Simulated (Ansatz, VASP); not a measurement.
Si2C: VASP beside Ansatz

```
CELL_PARAMETERS angstrom
-1.51475 1.51475 4.47891
1.51475 -1.51475 4.47891
1.51475 1.51475 -4.47891
ATOMIC_POSITIONS crystal
Si 0.37302 0.37302 0.00000
Si 0.62698 0.62698 0.00000
C 0.75000 0.25000 0.50000
```

Alike in both runs: functional PBE; k mesh 8 × 8 × 8; occupations gaussian, width 0.1 eV; no spin polarisation.

Ansatz relaxed the structure, and its values are those at the end. VASP's run is a single point on that final structure, the one shown.

|  | VASP | Ansatz |
| --- | --- | --- |
| version | VASP 6.6.1 | Ansatz 0.2.0 |
| potentials or method | VASP PAW PBE potentials, release 64 (Si, C), cutoff 520 eV | scalar-relativistic, plane waves, PAW |
| valence electrons in the cell | 12 | 12 |

Ansatz gave:

| Item | Value |
| --- | --- |
| gap on the k mesh at the Fermi level (eV) | none |
| pressure (GPa) | 0.1 |

Problem. Estimate VASP's values.

Solution. gap on the k mesh at the Fermi level (eV): none; pressure (GPa): 0.0.

A gap of «none» marks a metal or a gap that the smearing closes. The functional is the same, so the differences come from potentials, cutoffs and numerics.

The k mesh is coarse, so the values compare programs but aren't converged.
